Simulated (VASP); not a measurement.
A run of VASP 6.6.1 is set up as follows.

File INCAR:

```
SYSTEM = BeSnAs4
ALGO = Normal
EDIFF = 1E-6
ENCUT = 520
GGA = PE
ISIF = 2
ISMEAR = 0
LASPH = .True.
LCHARG = .False.
LREAL = .False.
LWAVE = .False.
NBANDS = 27
NELM = 100
PREC = Accurate
SIGMA = 0.1
```

The input KPOINTS:

```
k-points
0
Gamma
  4 4 4
  0 0 0
```

Contents of POSCAR:

```
BeSnAs4
1.0
    0.0000000000      4.1495703900      4.1495703900
    4.1495703900      0.0000000000      4.1495703900
    4.1495703900      4.1495703900      0.0000000000
Be Sn As
1 1 4
Direct
    0.2500000000      0.2500000000      0.2500000000
    0.0000000000      0.0000000000      0.0000000000
    0.6252736500      0.6252736500      0.1241790400
    0.6252736500      0.6252736500      0.6252736500
    0.1241790400      0.6252736500      0.6252736500
    0.6252736500      0.1241790400      0.6252736500
```

Potentials or basis: VASP PAW PBE potentials, release 64 (Be, Sn_d, As).

The run is started by

```sh
$ cat potpaw_PBE.64/Be/POTCAR potpaw_PBE.64/Sn_d/POTCAR potpaw_PBE.64/As/POTCAR > POTCAR
$ mpirun -np 1 vasp_std > vasp.out
```

(1) Predict the pressure.

(2) Predict the band gap on the k mesh.

## Answers

(1) -7.2 GPa.

(2) zero (band 18 reaches 5.42 eV, above the bottom of band 19 at 3.76 eV).

Caveat: spin-orbit coupling is left out, which moves the levels of the heavy elements.
